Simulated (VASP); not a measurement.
# As (P-1) in VASP: further runs

Runs on As. Level: LDA. Tasks: single point.

Everything below comes from runs of VASP 6.6.1. Logs are shortened: lines on timing, memory, paths and dates and some standing lists are left out, and cuts for length are marked.

## Step 1: The cell of the first run

The typed cell holds 2 atoms: a = 4.137 Å, b = 4.095 Å, c = 4.088 Å, α = 54.45°, β = 54.65°, γ = 54.35°.

## Step 2: Single point, LDA (equal xy, yz and zx shear strains of +1 %)

File INCAR:

```
SYSTEM = As
PREC     = Accurate       ! precision mode
ENCUT    = 520            ! plane-wave cutoff, eV
EDIFF    = 1E-6           ! SCF threshold, eV
ISMEAR   = -1             ! smearing method
SIGMA    = 0.05           ! smearing width, eV
LREAL    = .False.        ! projectors in reciprocal space
LASPH    = .True.         ! aspherical terms in the spheres
NELM     = 80             ! most SCF steps
ALGO     = Normal         ! electronic algorithm
ISIF     = 2              ! what is computed and relaxed
LWAVE    = .False.        ! write WAVECAR
LCHARG   = .True.         ! write CHGCAR
GGA      = CA             ! functional
LELF     = .True.         ! ELF
LVHAR    = .True.       
NBANDS   = 12             ! bands
```

File KPOINTS:

```
regular mesh
0
Gamma
  13 13 13
  0 0 0
```

File POSCAR:

```
As
1.0
    1.9026046768      1.1121014526      3.5005951166
   -1.8568942382      1.0933039580      3.4817976220
    0.0065761114     -2.1531188606      3.4749172614
As
2
Direct
    0.2275400000      0.2275400000      0.2275400000
    0.7724600000      0.7724600000      0.7724600000
```

Potentials or basis: VASP PAW LDA potentials, release 64 (As).

Command:

```
$ cat potpaw_LDA.64/As/POTCAR > POTCAR
$ mpirun -np 1 vasp_std > vasp.out
```

OUTCAR:

```text
SYSTEM = As
   PREC = Accurate
   ENCUT = 520
   EDIFF = 1E-6
   ISMEAR = -1
   LREAL = .False.
   LASPH = .True.
   NELM = 80
   ISIF = 2
   GGA = CA

 ion  position               nearest neighbor table
   1  0.228  0.228  0.228-   2 2.51   2 2.51   2 2.53
   2  0.772  0.772  0.772-   1 2.51   1 2.51   1 2.53

  LATTYP: Found a triclinic cell.
 ALAT       =     3.7432379300
 B/A-ratio  =     1.0043692043
 C/A-ratio  =     1.0920787819
 COS(alpha) =     0.0032253086
 COS(beta)  =     0.4560364438
 COS(gamma) =     0.4934652004

  Lattice vectors:

 A1 = (   1.8634703496,  -3.2464228186,  -0.0068803606)
 A2 = (   3.7594989150,   0.0187974946,   0.0187974946)
 A3 = (   0.0065761114,  -2.1531188606,   3.4749172614)

Analysis of symmetry for initial positions (statically):
=====================================================================
 Subroutine PRICEL returns:
 Original cell was already a primitive cell.

 Routine SETGRP: Setting up the symmetry group for a
 triclinic supercell.

 Subroutine GETGRP returns: Found  2 space group operations
 (whereof  2 operations were pure point group operations)
 out of a pool of  2 trial point group operations.

The static configuration has the point symmetry S_2 .

Analysis of symmetry for dynamics (positions and initial velocities):
=====================================================================
 Subroutine PRICEL returns:
 Original cell was already a primitive cell.

 Routine SETGRP: Setting up the symmetry group for a
 triclinic supercell.

 Subroutine GETGRP returns: Found  2 space group operations
 (whereof  2 operations were pure point group operations)
 out of a pool of  2 trial point group operations.

The dynamic configuration has the point symmetry S_2 .

 Subroutine INISYM returns: Found  2 space group operations
 (whereof  2 operations are pure point group operations),
 and found     1 'primitive' translations

----------------------------------------------------------------------------------------

                                     Primitive cell

  volume of cell :      42.6635

  direct lattice vectors                    reciprocal lattice vectors
     1.902604677  1.112101453  3.500595117     0.264766277  0.151779517  0.093544158
    -1.856894238  1.093303958  3.481797622    -0.267245982  0.154426344  0.096190985
     0.006576111 -2.153118861  3.474917261     0.001052367 -0.307633200  0.097159791

  length of vectors
     4.136525156  4.094665363  4.087910719     0.319200114  0.323296483  0.322613264

  position of ions in fractional coordinates (direct lattice)
     0.227540000  0.227540000  0.227540000
     0.772460000  0.772460000  0.772460000

  ion indices of the primitive-cell ions
   primitive index   ion index
                 1           1
                 2           2

----------------------------------------------------------------------------------------

 KPOINTS: regular mesh

Automatic generation of k-mesh.
 Grid dimensions read from file:
 generate k-points for:   13   13   13

 Generating k-lattice:

  Cartesian coordinates                     Fractional coordinates (reciprocal lattice)
     0.020366637  0.011675347  0.007195704     0.076923077  0.000000000  0.000000000
    -0.020557383  0.011878950  0.007399307     0.000000000  0.076923077  0.000000000
     0.000080951 -0.023664092  0.007473830     0.000000000 -0.000000000  0.076923077

  Length of vectors
     0.024553855  0.024868960  0.024816405

  Shift w.r.t. Gamma in fractional coordinates (k-lattice)
     0.000000000  0.000000000  0.000000000

 Subroutine IBZKPT returns following result:
 ===========================================

 Found   1099 irreducible k-points:

 Following reciprocal coordinates:
            Coordinates               Weight
  0.000000  0.000000  0.000000      1.000000
  0.076923  0.000000  0.000000      2.000000
  0.153846  0.000000  0.000000      2.000000
  0.230769  0.000000  0.000000      2.000000
  0.307692  0.000000  0.000000      2.000000
  0.384615  0.000000  0.000000      2.000000
[... 16 lines left out ...]
  0.153846  0.153846  0.000000      2.000000
  0.230769  0.153846  0.000000      2.000000
 [... further k-points ...]
   k-points           NKPTS =   1099   k-points in BZ     NKDIM =   1099   number of bands    NBANDS=     12
   number of dos      NEDOS =    301   number of ions     NIONS =      2
   total plane-waves  NPLWV =  28800
   dimension x,y,z NGX =    32 NGY =   30 NGZ =   30
   dimension x,y,z NGXF=    64 NGYF=   60 NGZF=   60
   ions per type =               2
   NGX,Y,Z   is equivalent  to a cutoff of  12.86, 12.18, 12.20 a.u.
   NGXF,Y,Z  is equivalent  to a cutoff of  25.72, 24.36, 24.40 a.u.
 SYSTEM =  As
   PREC   = accura    normal or accurate (medium, high low for compatibility)
   ISTART =      0    job   : 0-new  1-cont  2-samecut
   ICHARG =      2    charge: 1-file 2-atom 10-const
   ISPIN  =      1    spin polarized calculation?
   LNONCOLLINEAR =      F non collinear calculations
   LSORBIT =      F    spin-orbit coupling
   LASPH  =      T    aspherical Exc in radial PAW
   ENCUT  =  520.0 eV  38.22 Ry    6.18 a.u.   7.69  7.61  7.60*2*pi/ulx,y,z
   NELM   =     80;   NELMIN=  2; NELMDL= -5     # of ELM steps
   EDIFF  = 0.1E-05   stopping-criterion for ELM
   LREAL  =      F    real-space projection
   EDIFFG = 0.1E-04   stopping-criterion for IOM
   NSW    =      0    number of steps for IOM
   IBRION =     -1    ionic relax: 0-MD 1-quasi-New 2-CG
   NFREE  =      0    steps in history (QN), initial steepest desc. (CG)
   ISIF   =      2    stress and relaxation
   ISYM   =      2    0-nonsym 1-usesym 2-fastsym
   POTIM  = 0.5000    time-step for ionic-motion
   TEBEG  =    0.0;   TEEND  =   0.0 temperature during run
   PSTRESS=    0.0 pullay stress
   NELECT =      10.0000    total number of electrons
   NUPDOWN=      -1.0000    fix difference up-down
   EMIN   =  10.00;   EMAX   =-10.00  energy-range for DOS
   EFERMI =   0.00;   METHOD = LEGACY
   ISMEAR =    -1;   SIGMA  =   0.05  broadening in eV -4-tet -1-fermi 0-gaus
   EFERMI_NEDOS =   21; number of points for ismear=-14 and -15
   IALGO  =     38    algorithm
   IMIX   =      4    mixing-type and parameters
     AMIX     =   0.40;   BMIX     =  1.00
     AMIX_MAG =   1.60;   BMIX_MAG =  1.00
  volume/ion in A,a.u.               =      21.33       143.95
  Fermi-wavevector in a.u.,A,eV,Ry     =   1.009383  1.907457 13.862345  1.018854
  Thomas-Fermi vector in A             =   2.142308
   LORBIT       =      0    0 simple, 1 ext, 2 COOP (PROOUT), +10 PAW based schemes
   GGA     = CA    functional components
   LHFCALC =     F    Hartree Fock is set to
   AEXX    =    0.0000 exact exchange contribution
   IVDW    =     0    specifies the selected vdW correction
   LEPSILON=     F    determine dielectric tensor
   LRPA    =     F    only Hartree local field effects (RPA)
 non-spin polarized calculation
  energy-cutoff  :      520.00
  volume of cell :       42.66
 maximum number of plane-waves:      1164
   NGX = 15   NGY = 15   NGZ = 15

 number of electron      10.0000000 magnetization

 Free energy of the ion-electron system (eV)
  ---------------------------------------------------
  ext. energy  EPLUGINS =         0.00000000
  ---------------------------------------------------
  free energy    TOTEN  =       -10.76597201 eV

  energy without entropy =      -10.76489171  energy(sigma->0) =      -10.76543186

 E-fermi :   5.5795     XC(G=0): -10.2031

 val. band max:        5.5560862690   @ k =   0.0769   0.0769   0.4615
 cond. band min:       5.5826083283   @ k =   0.1538   0.3846   0.1538
 fundamental gap:      0.0265220593
 Fermi energy:         5.5795262248

 k-point     1 :       0.0000    0.0000    0.0000
  band No.  band energies     occupation
      1      -9.5543      2.00000
      2      -0.2903      2.00000
      3       3.0064      2.00000
      4       3.4390      2.00000
      5       3.6423      2.00000
      6       7.2700      0.00000
      7       8.4002      0.00000
      8       8.5472      0.00000
      9      12.2693      0.00000
     10      12.3957      0.00000
     11      12.7398      0.00000
     12      14.1950      0.00000

 k-point     2 :       0.0769    0.0000    0.0000
  band No.  band energies     occupation
      1      -9.4756      2.00000
      2      -0.5878      2.00000
      3       3.0499      2.00000
      4       3.4141      2.00000
      5       3.5849      2.00000
      6       7.4269      0.00000
      7       8.3131      0.00000
      8       8.3926      0.00000
      9      11.7207      0.00000
     10      12.2848      0.00000
     11      12.3482      0.00000
     12      14.7682      0.00000

 k-point     3 :       0.1538    0.0000    0.0000
  band No.  band energies     occupation
      1      -9.2404      2.00000
      2      -1.3578      2.00000
      3       2.9681      2.00000
      4       3.4240      2.00000
      5       3.6056      2.00000
      6       7.4378      0.00000
      7       8.0531      0.00000
      8       8.1188      0.00000
      9      11.1786      0.00000
     10      11.9808      0.00000
     11      12.4456      0.00000
     12      15.9469      0.00000
[... 286 lines left out ...]
 k-point    23 :       0.1538    0.1538    0.0000
  band No.  band energies     occupation
      1      -9.1733      2.00000
      2      -1.3907      2.00000
      3       2.3178      2.00000
      4       2.8668      2.00000
      5       4.5207      2.00000
      6       6.7163      0.00000
      7       7.8281      0.00000
      8       9.1376      0.00000
      9      11.2707      0.00000
     10      12.6349      0.00000
     11      13.1541      0.00000
     12      15.0661      0.00000

 k-point    24 :       0.2308    0.1538    0.0000
  band No.  band energies     occupation
      1      -8.9128      2.00000
      2      -1.9609      2.00000
      3       1.9888      2.00000
      4       2.6051      2.00000
      5       4.3875      2.00000
      6       6.7994      0.00000
      7       8.0273      0.00000
      8       9.1430      0.00000
      9      10.9292      0.00000
     10      12.9876      0.00000
     11      13.8820      0.00000
     12      15.3011      0.00000

 [... further k-points ...]
[... 5 lines left out ...]
  --------------------------------------------------------------------------------------
  -------------------------------------------------------------------------------------
  Total       -0.1099967     -0.2818619     -0.4796596     -0.0508687     -0.1987992     -0.1123072
  in kB       -4.1307944    -10.5849813    -18.0130369     -1.9103118     -7.4656617     -4.2175594
  external PRESSURE =     -10.9096042 kB  Pullay stress =       0.0000000 kB

 VOLUME and BASIS-vectors are now :
 -----------------------------------------------------------------------------
  energy-cutoff  :      520.00
  volume of cell :       42.66
      direct lattice vectors                 reciprocal lattice vectors
     1.902604677  1.112101453  3.500595117     0.264766277  0.151779517  0.093544158
    -1.856894238  1.093303958  3.481797622    -0.267245982  0.154426344  0.096190985
     0.006576111 -2.153118861  3.474917261     0.001052367 -0.307633200  0.097159791

 POSITION                                       TOTAL-FORCE (eV/Angst)
 -----------------------------------------------------------------------------------
      0.01190      0.01190      2.37946        -0.046245     -0.067005      0.138775
      0.04039      0.04039      8.07785         0.046245      0.067005     -0.138775
 -----------------------------------------------------------------------------------
    total drift:                               -0.000000      0.000000     -0.000000

  FREE ENERGIE OF THE ION-ELECTRON SYSTEM (eV)
  ---------------------------------------------------
  free  energy   TOTEN  =       -10.7659720095 eV

  energy  without entropy=      -10.7648917060  energy(sigma->0) =      -10.76543186
```

Wall time 4 min (1 thread of Intel Xeon 6975P-C (Granite Rapids), shared host); peak memory 0.54 GiB.

Results:

* Free energy: -10.7660 eV
* Pressure: -1.1 GPa
* Largest force: 0.161 eV/Å
* Band gap on the k mesh: zero (bands 5 and 6 overlap by 0.45 eV)

Forces on the atoms (eV/Å):
```
As  -0.046 -0.067  0.139
As   0.046  0.067 -0.139
```

Caveat: the cell differs from its parent crystal (equal xy, yz and zx shear strains of +1 %).

## Step 3: Single point, LDA (equal xy, yz and zx shear strains of +2 %)

File INCAR:

```
PREC = Accurate
ENCUT = 520
EDIFF = 1E-6
ISMEAR = -1
SIGMA = 0.05
LREAL = F
LASPH = T
NELM = 60
ALGO = Normal
ISIF = 2
LWAVE = F
LCHARG = T
LELF = T
LVHAR = T
NBANDS = 12
```

File KPOINTS:

```
regular mesh
0
Gamma
  13 13 13
```

File POSCAR:

```
As
1.0
    1.9254598960      1.1389290499      3.5154202331
   -1.8340390190      1.1013340607      3.4778252440
    0.0131522229     -2.1356900106      3.4640645229
As
2
Direct
    0.2275400000      0.2275400000      0.2275400000
    0.7724600000      0.7724600000      0.7724600000
```

Potentials or basis: VASP PAW LDA potentials, release 64 (As).

Command:

```
$ cat potpaw_LDA.64/As/POTCAR > POTCAR
$ mpirun -np 1 vasp_std > vasp.out
```

Wall time 3.6 min (1 thread of Intel Xeon 6975P-C (Granite Rapids), shared host); peak memory 0.54 GiB.

The run converged. Its results:

```
Free energy            : -10.7607 eV
Pressure               : -1.1 GPa
Largest force          : 0.212 eV/Å
Band gap on the k mesh : zero (bands 5 and 6 overlap by 0.55 eV)
```

Forces in eV/Å, atoms in the order of the input:
```
As  -0.090 -0.133  0.138
As   0.090  0.133 -0.138
```

Stress tensor (GPa, compression positive):
```
-0.10 -0.37 -0.84
-0.37 -1.33 -1.47
-0.84 -1.47 -1.75
```

Levels at points of the mesh, in eV from the Fermi level:
| k point | band 3 | band 4 | band 5 | band 6 | band 7 | band 8 |
| --- | --- | --- | --- | --- | --- | --- |
| (0.00, 0.00, 0.00) | -2.55 | -2.22 | -1.81 | 1.70 | 2.77 | 3.07 |

Caveat: the cell differs from its parent crystal (equal xy, yz and zx shear strains of +2 %).
